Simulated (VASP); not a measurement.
Ba:

```
Ba
1.0
     0.00000    3.23267    3.23267
     3.23267    0.00000    3.23267
     3.23267    3.23267    0.00000
Ba
1
Direct
  0.00000 0.00000 0.00000
```

| Quantity | Value |
| --- | --- |
| Program | VASP 6.6.1 |
| Task | relaxation of cell and atoms |
| Functional | PBE |
| Potentials or basis | VASP PAW PBE potentials, release 64 (Ba_sv) |
| Cutoff | 600 eV |
| k mesh | 10 × 10 × 10 |
| Occupations | gaussian, width 0.1 eV |
| Spin | no spin polarisation |

At the start: pressure -0.3 GPa; volume 67.56 Å³/atom.

**Question.** Where does the relaxation end?

**Answer.** Over 3 steps the energy falls by 2.8 meV/atom and the volume is 64.71 Å³/atom (-4.2 %); space group Fm-3m (No. 225, to 0.05 Å).

Step by step:
| step | energy change (eV) | largest force (eV/Å) | pressure (GPa) | volume (Å³) |
| --- | --- | --- | --- | --- |
| 1 | 0.0000 | 0.0000 | -0.32 | 67.56 |
| 2 | -0.0021 | 0.0000 | -0.18 | 66.24 |
| 3 | -0.0028 | 0.0000 | 0.01 | 64.71 |

Final structure:
```
Ba
1.0
     0.00000    3.18657    3.18657
     3.18657    0.00000    3.18657
     3.18657    3.18657    0.00000
Ba
1
Direct
  0.00000 0.00000 0.00000
```
